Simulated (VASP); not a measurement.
HfN2: single point with PBE

HfN2:

```xyz
6
Lattice="0.0000 3.1576 3.1576 3.1576 0.0000 3.1576 3.1576 3.1576 0.0000" Properties=species:S:1:pos:R:3 pbc="T T T"
Hf    3.1576    3.1576    3.1576
Hf    4.7364    4.7364    4.7364
N     0.7894    0.7894    0.7894
N     0.7894    2.3682    2.3682
N     2.3682    2.3682    0.7894
N     2.3682    0.7894    2.3682
```

```yaml
Program: VASP 6.6.1
Task: single point
Functional: PBE
Potentials_or_basis: VASP PAW PBE potentials, release 64 (Hf_pv, N)
Cutoff: 520 eV
k_mesh: 10 × 10 × 10
Occupations: gaussian, width 0.1 eV
Spin: no spin polarisation
Dipole_correction: no
Further_INCAR_settings: ALGO = Normal; EDIFF = 1e-07; NBANDS = 29
```

| Item | Value |
| --- | --- |
| Pressure | -1.7 GPa |
| Band gap on the k mesh | zero (bands 20 and 21 overlap by 1.37 eV) |

Levels at points of the mesh, in eV from the Fermi level:
```csv
k point,band 18,band 19,band 20,band 21,band 22,band 23
"(0.00, 0.00, 0.00)",0.53,0.53,0.53,0.78,0.78,0.78
"(0.50, 0.00, 0.00)",-3.34,-1.61,-1.02,0.86,1.52,1.52
"(0.50, 0.50, 0.00)",-2.52,-2.40,-2.40,-0.25,-0.25,1.88
```

Wall time 3.3 min on 1 thread of Intel Xeon 8259CL, with other jobs on the host, peak memory 0.25 GiB.

Caveat: spin-orbit coupling is left out, which moves the levels of the heavy elements.
